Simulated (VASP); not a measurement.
Wanted: the native input for a VASP 6.6.1 run.

```yaml
Task: single point
Functional: LDA
Potentials_or_basis: VASP PAW LDA potentials, release 64 (As)
Cutoff: 520 eV
k_mesh: 15 × 15 × 15
Occupations: fermi-dirac, width 0.08 eV
Spin: no spin polarisation
Dipole_correction: no
Further_INCAR_settings: ALGO = Normal; EDIFF = 1e-06; NBANDS = 8
```

The structure of As lies in POSCAR:

```
As
1.0
    2.4280965674      0.0000000000      0.0000000000
    0.0000000000      2.4280965674      0.0000000000
    0.0000000000      0.0000000000      2.4280965674
As
1
Direct
    0.0000000000      0.0000000000      0.0000000000
```

This cell differs from its parent crystal: volume scaled by 0.75.

One way to write it, as run:

INCAR

```
  ALGO = Normal
  EDIFF = 1E-6
  ENCUT = 520
  ISIF = 2
  ISMEAR = -1
  LASPH = True
  LCHARG = False
  LREAL = False
  LWAVE = False
  NBANDS = 8
  NELM = 60
  PREC = Accurate
  SIGMA = 0.08
```

KPOINTS

```
k-points
0
Gamma
  15 15 15
```

Potentials or basis: VASP PAW LDA potentials, release 64 (As).

Run with:

```console
$ cat potpaw_LDA.64/As/POTCAR > POTCAR
$ mpirun -np 1 vasp_std > vasp.out
```

It gave:

```
Pressure : 51.6 GPa
```

Run time: 3.1 s on 1 thread of Intel(R) Xeon(R) 6975P-C (Granite Rapids), on a shared host, peak memory 0.12 GiB.
